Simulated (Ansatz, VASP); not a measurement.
## C in VASP and in Ansatz

Contents of INCAR:

```
ALGO = Normal ; EDIFF = 1E-6
ENCUT = 910 ; GGA_COMPAT = False
ISIF = 2 ; ISMEAR = 0
LASPH = True ; LCHARG = False
LREAL = False ; LWAVE = False
NBANDS = 11 ; NELM = 120
PREC = Accurate ; SIGMA = 0.05
```

File KPOINTS:

```
k-points
0
Gamma
  12 12 12
```

POSCAR

```
C
1.0
    0.0000000000      1.7097638303      1.8379961176
    1.7097638303      0.0000000000      1.8379961176
    1.7097638303      1.7097638303      0.0000000000
C
2
Direct
    0.5000000000      0.5000000000      0.5000000000
    0.7500000000      0.7500000000      0.7500000000
```

Input for Ansatz:

```yaml
crystal:
  lattice:
    - [0.0, 1.7097638303, 1.8379961176]
    - [1.7097638303, 0.0, 1.8379961176]
    - [1.7097638303, 1.7097638303, 0.0]
  atoms:
    - { symbol: C, position: [0.5, 0.5, 0.5] }
    - { symbol: C, position: [0.75, 0.75, 0.75] }
basis:
  ecutwfc: 520.0
kpoints:
  mp_grid: { grid: [12, 12, 12] }
hamiltonian:
  xc: lda
  pseudopotentials: { kind: paw, azcp: { folder: soft_1 } }
scf:
  occupations: { method: gaussian, width: 0.05 }
output:
  forces: true
  stress: true
  eigenvalues: true
```

Alike in both runs: task single point; functional LDA; k mesh 12 × 12 × 12; occupations gaussian, width 0.05 eV; no spin polarisation.

|  | VASP | Ansatz |
| --- | --- | --- |
| version | VASP 6.6.1 | Ansatz 0.2.0 |
| potentials or method | VASP PAW LDA potentials, release 64 (C_h), cutoff 910 eV | scalar-relativistic, plane waves, PAW |
| valence electrons in the cell | 8 | 8 |

```tsv
	VASP	Ansatz	Ansatz less VASP
gap on the k mesh at the Fermi level (eV)	3.33	3.33	+0.006
least direct gap on the mesh (eV)	5.04	5.04	-0.003
```

Ansatz warns that its potentials were made for another functional, while VASP's fit it. LDA's correlation is that of Perdew and Zunger in VASP and of Perdew and Wang (1992) in Ansatz.

Noted on VASP's run: the cutoff is short for stress, so the pressure is rough.
